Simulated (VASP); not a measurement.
Input of a VASP 6.6.1 run:

Contents of INCAR:

```
PREC = Accurate
ENCUT = 600
EDIFF = 1E-7
ISMEAR = 0
SIGMA = 0.2
LREAL = False
LASPH = True
NELM = 80
ALGO = Normal
ISIF = 3
LWAVE = False
LCHARG = False
GGA = PE
IBRION = 2
NSW = 36
EDIFFG = -0.08
```

File KPOINTS:

```
Automatic mesh
0
Gamma
  5 5 2
```

POSCAR

```
Al2GaP3
1.0
    3.8600000000      0.0000000000      0.0000000000
   -1.9300000000      3.3428580600      0.0000000000
    0.0000000000      0.0000000000      9.4600000000
Al Ga P
2 1 3
Direct
    0.3333333300      0.6666666700      0.3333000000
    0.6666666700      0.3333333300      0.6667000000
    0.0000000000      0.0000000000      0.0000000000
    0.0000000000      0.0000000000      0.2500000000
    0.6666666700      0.3333333300      0.9167000000
    0.3333333300      0.6666666700      0.5833000000
```

Potentials or basis: VASP PAW PBE potentials, release 64 (Al, Ga_d, P).

Command:

```sh
$ cat potpaw_PBE.64/Al/POTCAR potpaw_PBE.64/Ga_d/POTCAR potpaw_PBE.64/P/POTCAR > POTCAR
$ mpirun -np 1 vasp_std > vasp.out
```

What does it give for the relaxed cell?

a = 3.896 Å, b = 3.896 Å, c = 9.533 Å, α = 90.00°, β = 90.00°, γ = 120.00°.

Estimate the relaxed volume.

20.88 Å³/atom.

Step by step:
| step | energy change (eV) | largest force (eV/Å) | pressure (GPa) | volume (Å³) |
| --- | --- | --- | --- | --- |
| 1 | 0.0000 | 0.0819 | 2.21 | 122.07 |
| 2 | -0.0156 | 0.0504 | -1.13 | 127.09 |
| 3 | -0.0221 | 0.0551 | -0.01 | 125.29 |

Caveat: the relaxation stopped at a loose force limit of 0.08 eV/Å, so its end isn't a converged minimum.
